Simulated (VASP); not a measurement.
A run of VASP 6.6.1 is set up as follows.

The input INCAR:

```
ALGO = Normal ; EDIFF = 1E-8
ENCUT = 520 ; GGA = PS
ISIF = 2 ; ISMEAR = -1
LASPH = True ; LCHARG = False
LEFG = True ; LREAL = False
LWAVE = False ; NBANDS = 13
NELM = 100 ; PREC = Accurate
SIGMA = 0.05
```

Contents of KPOINTS:

```
k-points
0
Gamma
  11 11 11
```

POSCAR

```
O
1.0
    0.0000000000      2.3957099285      2.3957099285
    2.3957099285      0.0000000000      2.3957099285
    2.3957099285      2.3957099285      0.0000000000
O
2
Direct
   -0.0875000000     -0.1375000000     -0.1375000000
    0.0875000000      0.1375000000      0.1375000000
```

Potentials or basis: VASP PAW PBE potentials, release 64 (O).

Launch:

```sh
$ cat potpaw_PBE.64/O/POTCAR > POTCAR
$ mpirun -np 1 vasp_std > vasp.out
```

Task: Predict the pressure.

Result: -21.9 GPa.

Task: What does it give for the band gap on the k mesh?

Result: Zero (band 6 reaches -1.75 eV, above the bottom of band 7 at -2.12 eV).

Task: What does it give for the largest force?

Result: 1.111 eV/Å.

Forces on the atoms (eV/Å):
```
O   -0.641  0.641  0.641
O    0.641 -0.641 -0.641
```

Caveat: the cell differs from its parent crystal (shortest bond scaled by 1.1); without QUAD_EFG the Cq values of the log hold for a quadrupole moment of 1 mb, not for the nuclei; the PAW data sets were made with another functional, which shifts forces and pressure a little.
